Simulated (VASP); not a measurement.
A run of VASP 6.6.1:

File INCAR:

```
SYSTEM = BN
PREC     = Accurate       ! precision mode
ENCUT    = 520            ! plane-wave cutoff, eV
EDIFF    = 1E-7           ! SCF threshold, eV
ISMEAR   = -1             ! smearing method
SIGMA    = 0.05           ! smearing width, eV
LREAL    = .False.        ! projectors in reciprocal space
LASPH    = .True.         ! aspherical terms in the spheres
NELM     = 80             ! most SCF steps
ALGO     = Normal         ! electronic algorithm
ISIF     = 2              ! what is computed and relaxed
LWAVE    = .False.        ! write WAVECAR
LCHARG   = .True.         ! write CHGCAR
GGA      = PE             ! functional
LELF     = .True.         ! ELF
LVHAR    = .True.       
NBANDS   = 11             ! bands
```

KPOINTS

```
regular mesh
0
Gamma
  17 17 17
  0 0 0
```

File POSCAR:

```
BN
1.0
    0.0000000000      1.6009659716      1.6009659716
    1.6009659716      0.0000000000      1.6009659716
    1.6009659716      1.6009659716      0.0000000000
B N
1 1
Direct
    0.0000000000      0.0000000000      0.0000000000
    0.2500000000      0.2500000000      0.2500000000
```

Potentials or basis: VASP PAW PBE potentials, release 64 (B, N).

Launch:

```bash
$ cat potpaw_PBE.64/B/POTCAR potpaw_PBE.64/N/POTCAR > POTCAR
$ mpirun -np 1 vasp_std > vasp.out
```

Hardware: 1 thread of Intel(R) Xeon(R) Platinum 8375C CPU @ 2.90GHz (Ice Lake), on a shared host.

Task: How long does it take, and how much memory?

Result: It took 11 s on 1 thread of Intel(R) Xeon(R) Platinum 8375C CPU @ 2.90GHz (Ice Lake), with other jobs on the host, peak memory 0.12 GiB. Counts: scf iterations 13, k points 165.
